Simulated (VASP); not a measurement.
# Mo (Im-3m) in VASP: notebook

Mo is run at these levels: r2SCAN; tasks: single point.

All numbers are computed with VASP 6.6.1; they aren't measurements. Logs are shortened: lines on timing, memory, paths and dates and some standing lists are left out, and cuts for length are marked.

## 1. The cell of the first run

The structure is cubic, space group Im-3m (No. 229). The conventional cell has a = 3.153 Å, b = 3.153 Å, c = 3.153 Å, α = 90.00°, β = 90.00°, γ = 90.00°. Within 3.6 Å of Mo (site symmetry m-3m) lie 14 Mo at 2.73 to 3.15 Å.

## 2. Single point, r2SCAN

POSCAR reads:

```
Mo
1.0
   -1.5764210569      1.5764210569      1.5764210569
    1.5764210569     -1.5764210569      1.5764210569
    1.5764210569      1.5764210569     -1.5764210569
Mo
1
Direct
    0.0000000000      0.0000000000      0.0000000000
```

INCAR.step1 reads:

```
SYSTEM = Mo
ALGO     = Normal         ! electronic algorithm
EDIFF    = 1E-4           ! SCF threshold, eV
ENCUT    = 520            ! plane-wave cutoff, eV
GGA      = PE             ! functional
ISMEAR   = -1             ! smearing method
LASPH    = .True.         ! aspherical terms in the spheres
LCHARG   = .False.        ! write CHGCAR
LREAL    = .False.        ! projectors in reciprocal space
LWAVE    = .True.         ! write WAVECAR
NBANDS   = 13             ! bands
NELM     = 80             ! most SCF steps
PREC     = Accurate       ! precision mode
SIGMA    = 0.1            ! smearing width, eV
```

INCAR.step2 reads:

```
SYSTEM = Mo
ALGO     = Normal         ! electronic algorithm
EDIFF    = 1E-6           ! SCF threshold, eV
ENCUT    = 520            ! plane-wave cutoff, eV
ISIF     = 2              ! what is computed and relaxed
ISMEAR   = -1             ! smearing method
ISTART   = 1            
LASPH    = .True.         ! aspherical terms in the spheres
LCHARG   = .False.        ! write CHGCAR
LMIXTAU  = .True.       
LREAL    = .False.        ! projectors in reciprocal space
LWAVE    = .False.        ! write WAVECAR
METAGGA  = R2SCAN         ! meta-GGA
NBANDS   = 13             ! bands
NELM     = 80             ! most SCF steps
PREC     = Accurate       ! precision mode
SIGMA    = 0.1            ! smearing width, eV
```

KPOINTS reads:

```
k-points
0
Gamma
  14 14 14
  0 0 0
```

Potentials or basis: VASP PAW PBE potentials, release 64 (Mo_sv).

Launch:

```bash
$ cat potpaw_PBE.64/Mo_sv/POTCAR > POTCAR
$ cp INCAR.step1 INCAR
$ mpirun -np 1 vasp_std > vasp.out
$ cp INCAR.step2 INCAR
$ mpirun -np 1 vasp_std > vasp.out
```

OUTCAR:

```text
SYSTEM = Mo
   EDIFF = 1E-6
   ENCUT = 520
   ISIF = 2
   ISMEAR = -1
   ISTART = 1
   LASPH = .True.
   LREAL = .False.
   METAGGA = R2SCAN
   NELM = 80
   PREC = Accurate

 ion  position               nearest neighbor table
   1  0.000  0.000  0.000-

  LATTYP: Found a body centered cubic cell.
 ALAT       =     3.1528421138

  Lattice vectors:

 A1 = (  -1.5764210569,   1.5764210569,   1.5764210569)
 A2 = (   1.5764210569,  -1.5764210569,   1.5764210569)
 A3 = (   1.5764210569,   1.5764210569,  -1.5764210569)

Analysis of symmetry for initial positions (statically):
=====================================================================
 Subroutine PRICEL returns:
 Original cell was already a primitive cell.

 Routine SETGRP: Setting up the symmetry group for a
 body centered cubic supercell.

 Subroutine GETGRP returns: Found 48 space group operations
 (whereof 48 operations were pure point group operations)
 out of a pool of 48 trial point group operations.

The static configuration has the point symmetry O_h .

Analysis of symmetry for dynamics (positions and initial velocities):
=====================================================================
 Subroutine PRICEL returns:
 Original cell was already a primitive cell.

 Routine SETGRP: Setting up the symmetry group for a
 body centered cubic supercell.

 Subroutine GETGRP returns: Found 48 space group operations
 (whereof 48 operations were pure point group operations)
 out of a pool of 48 trial point group operations.

The dynamic configuration has the point symmetry O_h .

 Subroutine INISYM returns: Found 48 space group operations
 (whereof 48 operations are pure point group operations),
 and found     1 'primitive' translations

----------------------------------------------------------------------------------------

                                     Primitive cell

  volume of cell :      15.6703

  direct lattice vectors                    reciprocal lattice vectors
    -1.576421057  1.576421057  1.576421057     0.000000000  0.317174144  0.317174144
     1.576421057 -1.576421057  1.576421057     0.317174144  0.000000000  0.317174144
     1.576421057  1.576421057 -1.576421057     0.317174144  0.317174144  0.000000000

  length of vectors
     2.730441365  2.730441365  2.730441365     0.448551977  0.448551977  0.448551977

  position of ions in fractional coordinates (direct lattice)
     0.000000000  0.000000000  0.000000000

  ion indices of the primitive-cell ions
   primitive index   ion index
                 1           1

----------------------------------------------------------------------------------------

 KPOINTS: k-points

Automatic generation of k-mesh.
 Grid dimensions read from file:
 generate k-points for:   14   14   14

 Generating k-lattice:

  Cartesian coordinates                     Fractional coordinates (reciprocal lattice)
     0.000000000  0.022655296  0.022655296     0.071428571  0.000000000  0.000000000
     0.022655296  0.000000000  0.022655296     0.000000000  0.071428571  0.000000000
     0.022655296  0.022655296  0.000000000     0.000000000  0.000000000  0.071428571

  Length of vectors
     0.032039427  0.032039427  0.032039427

  Shift w.r.t. Gamma in fractional coordinates (k-lattice)
     0.000000000  0.000000000  0.000000000

 Subroutine IBZKPT returns following result:
 ===========================================

 Found    104 irreducible k-points:

 Following reciprocal coordinates:
            Coordinates               Weight
  0.000000  0.000000  0.000000      1.000000
  0.071429  0.000000  0.000000     12.000000
  0.142857  0.000000  0.000000     12.000000
  0.214286  0.000000  0.000000     12.000000
  0.285714  0.000000  0.000000     12.000000
  0.357143  0.000000  0.000000     12.000000
[... 16 lines left out ...]
  0.285714  0.285714  0.000000     24.000000
  0.357143  0.285714  0.000000     24.000000
 [... further k-points ...]
   k-points           NKPTS =    104   k-points in BZ     NKDIM =    104   number of bands    NBANDS=     13
   number of dos      NEDOS =    301   number of ions     NIONS =      1
   total plane-waves  NPLWV =   8000
   dimension x,y,z NGX =    20 NGY =   20 NGZ =   20
   dimension x,y,z NGXF=    40 NGYF=   40 NGZF=   40
   ions per type =               1
   NGX,Y,Z   is equivalent  to a cutoff of  12.18, 12.18, 12.18 a.u.
   NGXF,Y,Z  is equivalent  to a cutoff of  24.35, 24.35, 24.35 a.u.
 SYSTEM =  Mo
   PREC   = accura    normal or accurate (medium, high low for compatibility)
   ISTART =      1    job   : 0-new  1-cont  2-samecut
   ICHARG =      0    charge: 1-file 2-atom 10-const
   ISPIN  =      1    spin polarized calculation?
   LNONCOLLINEAR =      F non collinear calculations
   LSORBIT =      F    spin-orbit coupling
   LASPH  =      T    aspherical Exc in radial PAW
   ENCUT  =  520.0 eV  38.22 Ry    6.18 a.u.   5.08  5.08  5.08*2*pi/ulx,y,z
   NELM   =     80;   NELMIN=  2; NELMDL=  0     # of ELM steps
   EDIFF  = 0.1E-05   stopping-criterion for ELM
   LREAL  =      F    real-space projection
[... 7 lines left out ...]
   TEBEG  =    0.0;   TEEND  =   0.0 temperature during run
   PSTRESS=    0.0 pullay stress
   NELECT =      14.0000    total number of electrons
   NUPDOWN=      -1.0000    fix difference up-down
   EMIN   =  10.00;   EMAX   =-10.00  energy-range for DOS
   EFERMI =   0.00;   METHOD = LEGACY
   ISMEAR =    -1;   SIGMA  =   0.10  broadening in eV -4-tet -1-fermi 0-gaus
   EFERMI_NEDOS =   21; number of points for ismear=-14 and -15
   IALGO  =     38    algorithm
   IMIX   =      4    mixing-type and parameters
     AMIX     =   0.40;   BMIX     =  1.00
     AMIX_MAG =   1.60;   BMIX_MAG =  1.00
  volume/ion in A,a.u.               =      15.67       105.75
  Fermi-wavevector in a.u.,A,eV,Ry     =   1.576735  2.979596 33.825338  2.486092
  Thomas-Fermi vector in A             =   2.677523
   LORBIT       =      0    0 simple, 1 ext, 2 COOP (PROOUT), +10 PAW based schemes
   METAGGA = R2SCAN    functional components
   LHFCALC =     F    Hartree Fock is set to
   AEXX    =    0.0000 exact exchange contribution
   IVDW    =     0    specifies the selected vdW correction
   LEPSILON=     F    determine dielectric tensor
   LRPA    =     F    only Hartree local field effects (RPA)
 non-spin polarized calculation
  energy-cutoff  :      520.00
  volume of cell :       15.67
 maximum number of plane-waves:       432
   NGX = 11   NGY = 11   NGZ = 11

 number of electron      14.0000002 magnetization

 Free energy of the ion-electron system (eV)
  ---------------------------------------------------
  ext. energy  EPLUGINS =         0.00000000
  ---------------------------------------------------
  free energy    TOTEN  =       -26.07992000 eV

  energy without entropy =      -26.05440978  energy(sigma->0) =      -26.06716489

 E-fermi :  12.5411     XC(G=0): -14.6234

 val. band max:       12.5215404328   @ k =  -0.2857   0.2857   0.1429
 cond. band min:      12.5493897987   @ k =  -0.3571   0.3571   0.2857
 fundamental gap:      0.0278493659
 Fermi energy:        12.5411084683

 k-point     1 :       0.0000    0.0000    0.0000
  band No.  band energies     occupation
      1     -50.7257      2.00000
      2     -23.2026      2.00000
      3     -23.2026      2.00000
      4     -23.2026      2.00000
      5       4.8538      2.00000
      6      11.0869      2.00000
      7      11.0869      2.00000
      8      11.0869      2.00000
      9      14.4104      0.00000
     10      14.4104      0.00000
     11      28.0017      0.00000
     12      28.0017      0.00000
     13      28.0017      0.00000

 k-point     2 :       0.0714    0.0000    0.0000
  band No.  band energies     occupation
      1     -50.7117      2.00000
      2     -23.2819      2.00000
      3     -23.2268      2.00000
      4     -23.2031      2.00000
      5       5.0898      2.00000
      6      10.9529      2.00000
      7      11.0620      2.00000
      8      11.3074      1.99999
      9      14.2148      0.00000
     10      14.4124      0.00000
     11      28.1739      0.00000
     12      28.3993      0.00000
     13      28.4505      0.00000

 k-point     3 :       0.1429    0.0000    0.0000
  band No.  band energies     occupation
      1     -50.6721      2.00000
      2     -23.5007      2.00000
      3     -23.2943      2.00000
      4     -23.2048      2.00000
      5       5.7388      2.00000
      6      10.5980      2.00000
      7      10.9497      2.00000
      8      11.9531      1.99443
      9      13.8653      0.00000
     10      14.4334      0.00000
     11      28.4985      0.00000
     12      29.3953      0.00000
     13      29.5373      0.00000

 k-point     4 :       0.2143    0.0000    0.0000
  band No.  band energies     occupation
      1     -50.6146      2.00000
      2     -23.8087      2.00000
      3     -23.3906      2.00000
      4     -23.2072      2.00000
      5       6.5816      2.00000
      6      10.1301      2.00000
      7      10.8075      2.00000
      8      12.9756      0.02562
      9      13.7467      0.00001
     10      14.5044      0.00000
     11      28.3684      0.00000
     12      29.7354      0.00000
     13      31.2816      0.00000

 k-point     5 :       0.2857    0.0000    0.0000
  band No.  band energies     occupation
      1     -50.5500      2.00000
      2     -24.1402      2.00000
      3     -23.4957      2.00000
      4     -23.2100      2.00000
      5       7.1561      2.00000
      6       9.6602      2.00000
      7      11.0986      2.00000
      8      13.9258      0.00000
      9      14.2813      0.00000
     10      14.6443      0.00000
     11      27.4306      0.00000
     12      28.6898      0.00000
     13      33.4623      0.00000
[... 257 lines left out ...]
 k-point    22 :       0.3571    0.2143    0.0000
  band No.  band energies     occupation
      1     -50.4135      2.00000
      2     -24.4872      2.00000
      3     -23.9161      2.00000
      4     -23.3625      2.00000
      5       8.0919      2.00000
      6       9.3239      2.00000
      7      11.2312      2.00000
      8      14.2361      0.00000
      9      15.3520      0.00000
     10      20.3328      0.00000
     11      23.8934      0.00000
     12      25.9081      0.00000
     13      29.7377      0.00000

 k-point    23 :       0.2857    0.2857    0.0000
  band No.  band energies     occupation
      1     -50.4103      2.00000
      2     -24.4050      2.00000
      3     -24.0079      2.00000
      4     -23.3802      2.00000
      5       8.4021      2.00000
      6       9.5285      2.00000
      7      10.6348      2.00000
      8      14.3146      0.00000
      9      15.1686      0.00000
     10      20.8861      0.00000
     11      23.9723      0.00000
     12      25.4966      0.00000
     13      30.2737      0.00000

 k-point    24 :       0.3571    0.2857    0.0000
  band No.  band energies     occupation
      1     -50.4012      2.00000
      2     -24.3487      2.00000
      3     -24.1193      2.00000
      4     -23.3879      2.00000
      5       8.4349      2.00000
      6       9.6991      2.00000
      7      10.4804      2.00000
      8      14.5628      0.00000
      9      15.0679      0.00000
     10      22.2452      0.00000
     11      23.2616      0.00000
     12      24.4805      0.00000
     13      30.5975      0.00000

 [... further k-points ...]
[... 5 lines left out ...]
  --------------------------------------------------------------------------------------
  -------------------------------------------------------------------------------------
  Total        0.1092035      0.1092035      0.1092035      0.0000000      0.0000000      0.0000000
  in kB       11.1652994     11.1652994     11.1652994      0.0000000      0.0000000      0.0000000
  external PRESSURE =      11.1652994 kB  Pullay stress =       0.0000000 kB

 VOLUME and BASIS-vectors are now :
 -----------------------------------------------------------------------------
  energy-cutoff  :      520.00
  volume of cell :       15.67
      direct lattice vectors                 reciprocal lattice vectors
    -1.576421057  1.576421057  1.576421057     0.000000000  0.317174144  0.317174144
     1.576421057 -1.576421057  1.576421057     0.317174144  0.000000000  0.317174144
     1.576421057  1.576421057 -1.576421057     0.317174144  0.317174144  0.000000000

 POSITION                                       TOTAL-FORCE (eV/Angst)
 -----------------------------------------------------------------------------------
      0.00000      0.00000      0.00000         0.000000     -0.000000      0.000000
 -----------------------------------------------------------------------------------
    total drift:                                0.000000     -0.000000      0.000000

  FREE ENERGIE OF THE ION-ELECTRON SYSTEM (eV)
  ---------------------------------------------------
  free  energy   TOTEN  =       -26.0799200024 eV

  energy  without entropy=      -26.0544097824  energy(sigma->0) =      -26.06716489
```

Run time: 28 s. Hardware: 1 thread of Intel Xeon 6975P-C (Granite Rapids), shared host; peak memory 0.14 GiB.

Results:

```
Free energy            : -26.0799 eV
Pressure               : 1.1 GPa
Band gap on the k mesh : zero (band 7 reaches 16.63 eV, above the bottom of band 8 at 11.09 eV)
```

Caveat: the PAW data sets were made with another functional, which shifts forces and pressure a little.

## 3. Single point, r2SCAN (volume scaled by 0.88)

POSCAR reads:

```
Mo
1.0
   -1.5106590310      1.5106590310      1.5106590310
    1.5106590310     -1.5106590310      1.5106590310
    1.5106590310      1.5106590310     -1.5106590310
Mo
1
Direct
    0.0000000000      0.0000000000      0.0000000000
```

INCAR.step1 reads:

```
PREC = Accurate ; ENCUT = 520
ISMEAR = -1 ; SIGMA = 0.1
LREAL = False ; LASPH = True
NELM = 100 ; NBANDS = 13
GGA = PE ; ALGO = Normal
EDIFF = 1E-4 ; LWAVE = True
LCHARG = False
```

INCAR.step2 reads:

```
PREC = Accurate ; ENCUT = 520
EDIFF = 1E-6 ; ISMEAR = -1
SIGMA = 0.1 ; LREAL = False
LASPH = True ; NELM = 100
ALGO = Normal ; ISIF = 2
LWAVE = False ; LCHARG = False
METAGGA = R2SCAN ; LMIXTAU = True
NBANDS = 13 ; ISTART = 1
```

KPOINTS reads:

```
regular mesh
0
Gamma
  23 23 23
```

Potentials or basis: VASP PAW PBE potentials, release 64 (Mo_sv).

Launch:

```bash
$ cat potpaw_PBE.64/Mo_sv/POTCAR > POTCAR
$ cp INCAR.step1 INCAR
$ mpirun -np 1 vasp_std > vasp.out
$ cp INCAR.step2 INCAR
$ mpirun -np 1 vasp_std > vasp.out
```

Wall time 94 s (1 thread of Intel Xeon 6975P-C (Granite Rapids), shared host); peak memory 0.17 GiB.

Results (log left out):

- Free energy: -25.8409 eV
- Pressure: 46.2 GPa
- Band gap on the k mesh: zero (band 7 reaches 19.45 eV, above the bottom of band 8 at 12.99 eV)

Levels at points of the mesh, in eV from the Fermi level:
| k point | band 3 | band 4 | band 5 | band 6 | band 7 | band 8 | band 9 | band 10 | band 11 | band 12 |
| --- | --- | --- | --- | --- | --- | --- | --- | --- | --- | --- |
| (0.00, 0.00, 0.00) | -35.44 | -35.44 | -8.05 | -1.75 | -1.75 | -1.75 | 2.07 | 2.07 | 15.59 | 15.59 |

Caveat: the PAW data sets were made with another functional, which shifts forces and pressure a little.

[end of part 1 of 2]
